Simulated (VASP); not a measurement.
A run of VASP 6.6.1 is set up as follows.

INCAR

```
PREC     = Accurate       # precision mode
ENCUT    = 500            # plane-wave cutoff, eV
EDIFF    = 1E-6           # SCF threshold, eV
ISMEAR   = 0              # smearing method
SIGMA    = 0.0056         # smearing width, eV
LREAL    = False          # projectors in reciprocal space
LASPH    = True           # aspherical terms in the spheres
NELM     = 120            # most SCF steps
ALGO     = Normal         # electronic algorithm
ISIF     = 2              # what is computed and relaxed
LWAVE    = False          # write WAVECAR
LCHARG   = False          # write CHGCAR
GGA      = PE             # functional
NBANDS   = 12             # bands
GGA_COMPAT= False
```

The input KPOINTS:

```
Automatic mesh
0
Gamma
  10 10 10
```

File POSCAR:

```
Nb
1.0
   -1.6588161896      1.6588161896      1.6588161896
    1.6588161896     -1.6588161896      1.6588161896
    1.6588161896      1.6588161896     -1.6588161896
Nb
1
Direct
    0.0000000000      0.0000000000      0.0000000000
```

Potentials or basis: VASP PAW PBE potentials, release 64 (Nb_sv).

Launch:

```bash
$ cat potpaw_PBE.64/Nb_sv/POTCAR > POTCAR
$ mpirun -np 1 vasp_std > vasp.out
```

Problem. What does it give for the pressure?

Solution. -1.2 GPa.
